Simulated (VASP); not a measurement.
MgCdO, 6 atoms in the cell. Symmetry: P4/nmm, No. 129, tetragonal system. The conventional cell has a = 4.022 Å, b = 4.022 Å, c = 6.309 Å, α = 90.00°, β = 90.00°, γ = 90.00°. Within 2.7 Å of Mg (site symmetry -4m2) lie 4 O at 2.04 Å. Within 3.4 Å of Cd (site symmetry 4mm) lie 1 O at 2.58 Å and 4 Cd at 2.89 Å. Within 2.7 Å of O (site symmetry 4mm) lie 4 Mg at 2.04 Å and 1 Cd at 2.58 Å. 

```yaml
Program: VASP 6.6.1
Task: single point
Functional: PBE
Potentials_or_basis: VASP PAW PBE potentials, release 64 (Mg, Cd, O)
Cutoff: 520 eV
k_mesh: 4 × 4 × 4
Occupations: gaussian, width 0.1 eV
Spin: no spin polarisation
Dipole_correction: no
Further_INCAR_settings: ALGO = Normal; EDIFF = 1e-07; NBANDS = 29
```

Potentials or basis: VASP PAW PBE potentials, release 64 (Mg, Cd, O).

Command:

```bash
$ cat potpaw_PBE.64/Mg/POTCAR potpaw_PBE.64/Cd/POTCAR potpaw_PBE.64/O/POTCAR > POTCAR
$ mpirun -np 1 vasp_std > vasp.out
```

Hardware: 1 thread of Intel(R) Xeon(R) Platinum 8559C (Emerald Rapids), with other jobs on the host.

Task: How long does it take, and how much memory?

Result: It took 38 s on 1 thread of Intel(R) Xeon(R) Platinum 8559C (Emerald Rapids), with other jobs on the host, peak memory 0.22 GiB. Counts: scf iterations 16, k points 18.
